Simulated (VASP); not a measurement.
A run of VASP 6.6.1:

INCAR

```
SYSTEM = Be
  ALGO = Normal
  EDIFF = 1E-8
  ENCUT = 520
  GGA = PE
  IBRION = 6
  ISIF = 2
  ISMEAR = 0
  IVDW = 12
  LASPH = .True.
  LCHARG = .False.
  LREAL = .False.
  LWAVE = .False.
  NELM = 100
  NFREE = 2
  NSW = 1
  POTIM = 0.015
  PREC = Accurate
  SIGMA = 0.15
```

KPOINTS

```
k-points
0
Gamma
  24 24 12
  0 0 0
```

Contents of POSCAR:

```
Be
1.0
    2.2141966284      0.0000000000      0.0000000000
   -1.1070983142      1.9175505292      0.0000000000
    0.0000000000      0.0000000000      3.5001053904
Be
2
Direct
    0.3333333333      0.6666666667      0.2500000000
    0.6666666667      0.3333333333      0.7500000000
```

Potentials or basis: VASP PAW PBE potentials, release 64 (Be).

Launch:

```sh
$ cat potpaw_PBE.64/Be/POTCAR > POTCAR
$ mpirun -np 1 vasp_std > vasp.out
```

Hardware: 1 thread of AMD EPYC 7R13 Processor (Zen 3) (shared host).

Problem. How long does it take, and how much memory?

Solution. It took 100 s on 1 thread of AMD EPYC 7R13 Processor (Zen 3), on a shared host, peak memory 0.35 GiB. Counts: scf iterations 34, k points 427.
